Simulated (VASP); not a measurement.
# CuGe4 in VASP: a series of runs

CuGe4 is run at these levels: PBE; tasks: relaxation of the atoms.

Program: VASP 6.6.1. These are calculated values, not measurements. Logs are shortened: lines on timing, memory, paths and dates and some standing lists are left out, and cuts for length are marked.

## (1) The cell of the first run

The cell holds a slab with vacuum, 5 atoms: a = 4.074 Å, b = 4.074 Å, c = 19.856 Å, α = 90.00°, β = 90.00°, γ = 90.00°.

## (2) Relaxation of the atoms, PBE

The input, INCAR:

```
  ALGO = Normal
  DIPOL = 0.5 0.5 0.354
  EDIFF = 1E-6
  EDIFFG = -0.025
  ENCUT = 520
  GGA = PE
  IBRION = 2
  IDIPOL = 3
  ISIF = 2
  ISMEAR = 0
  KPAR = 4
  LASPH = True
  LCHARG = False
  LDIPOL = True
  LREAL = False
  LWAVE = False
  NELM = 80
  NSW = 36
  PREC = Accurate
  SIGMA = 0.1
```

The input, KPOINTS:

```
k-points
0
Gamma
  7 7 1
```

The input, POSCAR:

```
CuGe4
1.0
    4.0740542205      0.0000000000      0.0000000000
    0.0000000000      4.0740542205      0.0000000000
    0.0000000000      0.0000000000     19.8557568590
Ge Cu
4 1
Selective dynamics
Direct
    0.0000000000      0.5000000000      0.2014529100  F F F
    0.0000000000      0.0000000000      0.2739958855  F F F
    0.5000000000      0.0000000000      0.3493666156  F F F
    0.5000000000      0.5000000000      0.4208228837  F F F
    0.7500000000      0.5000000000      0.5243805823  F F T
```

Potentials or basis: VASP PAW PBE potentials, release 64 (Ge_d, Cu).

Run with:

```sh
$ cat potpaw_PBE.64/Ge_d/POTCAR potpaw_PBE.64/Cu/POTCAR > POTCAR
$ mpirun -np 4 vasp_std > vasp.out
```

OUTCAR:

```text
EDIFF = 1E-6
   EDIFFG = -0.025
   ENCUT = 520
   GGA = PE
   IBRION = 2
   ISIF = 2
   ISMEAR = 0
   LASPH = True
   LREAL = False
   NELM = 80
   NSW = 36
   PREC = Accurate

 ion  position               nearest neighbor table
   1  0.000  0.500  0.201-   2 2.49   2 2.49
   2  0.000  0.000  0.274-   1 2.49   1 2.49   3 2.53   3 2.53
   3  0.500  0.000  0.349-   4 2.48   4 2.48   2 2.53   2 2.53
   4  0.500  0.500  0.421-   5 2.29   3 2.48   3 2.48
   5  0.750  0.500  0.524-   4 2.29

  LATTYP: Found a simple tetragonal cell.
 ALAT       =     4.0740542205
 C/A-ratio  =     4.8737095248

  Lattice vectors:

 A1 = (   4.0740542205,   0.0000000000,   0.0000000000)
 A2 = (   0.0000000000,   4.0740542205,   0.0000000000)
 A3 = (   0.0000000000,   0.0000000000,  19.8557568590)

Analysis of symmetry for initial positions (statically):
=====================================================================
 Subroutine PRICEL returns:
 Original cell was already a primitive cell.

 Routine SETGRP: Setting up the symmetry group for a
 simple tetragonal supercell.

 Subroutine GETGRP returns: Found  2 space group operations
 (whereof  2 operations were pure point group operations)
 out of a pool of 16 trial point group operations.

The static configuration has the point symmetry C_1h.

Analysis of symmetry for dynamics (positions and initial velocities):
=====================================================================
 Subroutine PRICEL returns:
 Original cell was already a primitive cell.

 Routine SETGRP: Setting up the symmetry group for a
 simple tetragonal supercell.

 Subroutine GETGRP returns: Found  2 space group operations
 (whereof  2 operations were pure point group operations)
 out of a pool of 16 trial point group operations.

The dynamic configuration has the point symmetry C_1h.

Analysis of constrained symmetry for selective dynamics:
=====================================================================
 Subroutine PRICEL returns:
 Original cell was already a primitive cell.

 Routine SETGRP: Setting up the symmetry group for a
 simple tetragonal supercell.

 Subroutine GETGRP returns: Found  2 space group operations
 (whereof  2 operations were pure point group operations)
 out of a pool of 16 trial point group operations.

The constrained configuration has the point symmetry C_1h.

 Subroutine INISYM returns: Found  2 space group operations
 (whereof  2 operations are pure point group operations),
 and found     1 'primitive' translations

----------------------------------------------------------------------------------------

                                     Primitive cell

  volume of cell :     329.5642

  direct lattice vectors                    reciprocal lattice vectors
     4.074054220  0.000000000  0.000000000     0.245455742  0.000000000  0.000000000
     0.000000000  4.074054220  0.000000000     0.000000000  0.245455742  0.000000000
     0.000000000  0.000000000 19.855756859     0.000000000  0.000000000  0.050363228

  length of vectors
     4.074054220  4.074054220 19.855756859     0.245455742  0.245455742  0.050363228

  position of ions in fractional coordinates (direct lattice)
     0.000000000  0.500000000  0.201452910
     0.000000000  0.000000000  0.273995885
     0.500000000  0.000000000  0.349366616
     0.500000000  0.500000000  0.420822884
     0.750000000  0.500000000  0.524380582

  ion indices of the primitive-cell ions
   primitive index   ion index
                 1           1
                 2           2
                 3           3
                 4           4
                 5           5

----------------------------------------------------------------------------------------

 KPOINTS: k-points

Automatic generation of k-mesh.
 Grid dimensions read from file:
 generate k-points for:    7    7    1

 Generating k-lattice:

  Cartesian coordinates                     Fractional coordinates (reciprocal lattice)
     0.035065106  0.000000000  0.000000000     0.142857143  0.000000000  0.000000000
     0.000000000  0.035065106  0.000000000     0.000000000  0.142857143  0.000000000
     0.000000000  0.000000000  0.050363228     0.000000000  0.000000000  1.000000000

  Length of vectors
     0.035065106  0.035065106  0.050363228

  Shift w.r.t. Gamma in fractional coordinates (k-lattice)
     0.000000000  0.000000000  0.000000000

 Subroutine IBZKPT returns following result:
 ===========================================

 Found     16 irreducible k-points:

 Following reciprocal coordinates:
            Coordinates               Weight
  0.000000  0.000000  0.000000      1.000000
  0.142857  0.000000  0.000000      2.000000
  0.000000  0.142857  0.000000      2.000000
  0.285714  0.000000  0.000000      2.000000
  0.000000  0.285714  0.000000      2.000000
  0.428571  0.000000  0.000000      2.000000
[... 8 lines left out ...]
 -0.285714  0.428571  0.000000      4.000000
  0.428571  0.428571  0.000000      4.000000
   k-points           NKPTS =     16   k-points in BZ     NKDIM =     16   number of bands    NBANDS=     40
   number of dos      NEDOS =    301   number of ions     NIONS =      5
   total plane-waves  NPLWV = 135000
   dimension x,y,z NGX =    30 NGY =   30 NGZ =  150
   dimension x,y,z NGXF=    60 NGYF=   60 NGZF=  300
   ions per type =               4   1
   NGX,Y,Z   is equivalent  to a cutoff of  12.24, 12.24, 12.56 a.u.
   NGXF,Y,Z  is equivalent  to a cutoff of  24.48, 24.48, 25.12 a.u.
 SYSTEM =  unknown system
   PREC   = accura    normal or accurate (medium, high low for compatibility)
   ISTART =      0    job   : 0-new  1-cont  2-samecut
   ICHARG =      2    charge: 1-file 2-atom 10-const
   ISPIN  =      1    spin polarized calculation?
   LNONCOLLINEAR =      F non collinear calculations
   LSORBIT =      F    spin-orbit coupling
   LASPH  =      T    aspherical Exc in radial PAW
   ENCUT  =  520.0 eV  38.22 Ry    6.18 a.u.   7.58  7.58 36.92*2*pi/ulx,y,z
   NELM   =     80;   NELMIN=  2; NELMDL= -5     # of ELM steps
   EDIFF  = 0.1E-05   stopping-criterion for ELM
   LREAL  =      F    real-space projection
   EDIFFG = -.3E-01   stopping-criterion for IOM
   NSW    =     36    number of steps for IOM
   IBRION =      2    ionic relax: 0-MD 1-quasi-New 2-CG
   NFREE  =      1    steps in history (QN), initial steepest desc. (CG)
   ISIF   =      2    stress and relaxation
   ISYM   =      2    0-nonsym 1-usesym 2-fastsym
   POTIM  = 0.5000    time-step for ionic-motion
   TEBEG  =    0.0;   TEEND  =   0.0 temperature during run
   PSTRESS=    0.0 pullay stress
   NELECT =      67.0000    total number of electrons
   NUPDOWN=      -1.0000    fix difference up-down
   EMIN   =  10.00;   EMAX   =-10.00  energy-range for DOS
   EFERMI =   0.00;   METHOD = LEGACY
   ISMEAR =     0;   SIGMA  =   0.10  broadening in eV -4-tet -1-fermi 0-gaus
   EFERMI_NEDOS =   21; number of points for ismear=-14 and -15
   IALGO  =     38    algorithm
   IMIX   =      4    mixing-type and parameters
     AMIX     =   0.40;   BMIX     =  1.00
     AMIX_MAG =   1.60;   BMIX_MAG =  1.00
  volume/ion in A,a.u.               =      65.91       444.80
  Fermi-wavevector in a.u.,A,eV,Ry     =   0.962616  1.819080 12.607561  0.926630
  Thomas-Fermi vector in A             =   2.092090
   LORBIT       =      0    0 simple, 1 ext, 2 COOP (PROOUT), +10 PAW based schemes
   GGA     = PE    functional components
   LHFCALC =     F    Hartree Fock is set to
   AEXX    =    0.0000 exact exchange contribution
   IVDW    =     0    specifies the selected vdW correction
   LEPSILON=     F    determine dielectric tensor
   LRPA    =     F    only Hartree local field effects (RPA)
 conjugate gradient relaxation of ions
 non-spin polarized calculation
 Gauss-broadening in eV      SIGMA  =   0.10
  energy-cutoff  :      520.00
  volume of cell :      329.56
 maximum number of plane-waves:      8917
   NGX = 15   NGY = 15   NGZ = 73

 dipolmoment           0.000000      0.000000      0.099828 electrons x Angstroem

--------------------------------------- Ionic step        1  -------------------------------------------

 number of electron      66.9999923 magnetization

 Free energy of the ion-electron system (eV)
  ---------------------------------------------------
  ext. energy  EPLUGINS =         0.00000000
  ---------------------------------------------------
  free energy    TOTEN  =       -17.94430845 eV

  energy without entropy =      -17.93706544  energy(sigma->0) =      -17.94068695

------------------------ aborting loop because EDIFF is reached ----------------------------------------

  FORCE on cell =-STRESS in cart. coord.  units (eV):
  Direction    XX          YY          ZZ          XY          YZ          ZX
  --------------------------------------------------------------------------------------
  -------------------------------------------------------------------------------------
  Total       -3.3356362     -0.1758908     -0.9794328      0.0000000      0.0000000      0.4743489
  in kB      -16.2162044     -0.8550938     -4.7615151      0.0000000      0.0000000      2.3060484
  external PRESSURE =      -7.2776044 kB  Pullay stress =       0.0000000 kB
[... 102 lines left out ...]
  energy  without entropy=      -17.9475121313  energy(sigma->0) =      -17.95136095

--------------------------------------- Ionic step        4  -------------------------------------------

 number of electron      66.9999918 magnetization

 dipolmoment           0.000000      0.000000     -0.134666 electrons x Angstroem

 Free energy of the ion-electron system (eV)
  ---------------------------------------------------
  ext. energy  EPLUGINS =         0.00000000
  ---------------------------------------------------
  free energy    TOTEN  =       -17.95528912 eV

  energy without entropy =      -17.94763995  energy(sigma->0) =      -17.95146454

 E-fermi :  -1.3836     XC(G=0):  -4.3809

 val. band max:       -1.4884109306   @ k =   0.4286   0.2857   0.0000
 cond. band min:      -1.3324383424   @ k =   0.2857   0.2857   0.0000
 fundamental gap:      0.1559725882
 Fermi energy:        -1.3836049501

 k-point     1 :       0.0000    0.0000    0.0000
  band No.  band energies     occupation
      1     -25.9399      2.00000
      2     -25.9081      2.00000
      3     -25.8948      2.00000
      4     -25.8746      2.00000
      5     -25.8353      2.00000
      6     -25.7472      2.00000
[... 677 lines left out ...]
     39       2.1525      0.00000
     40       2.5603      0.00000

------------------------ aborting loop because EDIFF is reached ----------------------------------------

 vacuum level on the upper side and lower side of the slab       (xc-potential included)        -0.722         0.707

  FORCE on cell =-STRESS in cart. coord.  units (eV):
  Direction    XX          YY          ZZ          XY          YZ          ZX
  --------------------------------------------------------------------------------------
  -------------------------------------------------------------------------------------
  Total       -3.1117401     -0.1260959     -0.1861134      0.0000000      0.0000000      0.8721078
  in kB      -15.1277327     -0.6130156     -0.9047908      0.0000000      0.0000000      4.2397545
  external PRESSURE =      -5.5485130 kB  Pullay stress =       0.0000000 kB

 VOLUME and BASIS-vectors are now :
 -----------------------------------------------------------------------------
  energy-cutoff  :      520.00
  volume of cell :      329.56
      direct lattice vectors                 reciprocal lattice vectors
     4.074054220  0.000000000  0.000000000     0.245455742  0.000000000  0.000000000
     0.000000000  4.074054220  0.000000000     0.000000000  0.245455742  0.000000000
     0.000000000  0.000000000 19.855756859     0.000000000  0.000000000  0.050363228
[... 11 lines left out ...]
  FREE ENERGIE OF THE ION-ELECTRON SYSTEM (eV)
  ---------------------------------------------------
  free  energy   TOTEN  =       -17.9552891227 eV

  energy  without entropy=      -17.9476399545  energy(sigma->0) =      -17.95146454

 reached required accuracy - stopping structural energy minimisation

 vacuum level on the upper side and lower side of the slab         2.114         3.582
```

It took 6 min on 4 MPI ranks of Intel Xeon Platinum 8375C at 2.90GHz (Ice Lake), shared host; peak memory 0.49 GiB.

Results:

```
Free energy               : -17.9553 eV
Energy gained by relaxing : 2.2 meV/atom
Ionic steps               : 4
Band gap on the k mesh    : zero (an odd number of electrons rules out a gap without spin polarisation)
```

Step by step:
```
step  energy change (eV)  largest force on free atoms (eV/Å)  pressure (GPa)
   1              0.0000                              0.3649           -0.73
   2             -0.0055                              0.2627           -0.70
   3             -0.0109                              0.0325           -0.56
   4             -0.0110                              0.0013           -0.55
```

Final structure:
```
Ge Cu
1.0
     4.07405    0.00000    0.00000
     0.00000    4.07405    0.00000
     0.00000    0.00000   19.85576
Ge Cu
4 1
Direct
  0.00000 0.50000 0.20145
  0.00000 0.00000 0.27400
  0.50000 0.00000 0.34937
  0.50000 0.50000 0.42082
  0.75000 0.50000 0.52147
```

(Continued in part 2 of 2.)

The gap in the log of VASP goes by the Fermi energy; the results here count the filled bands.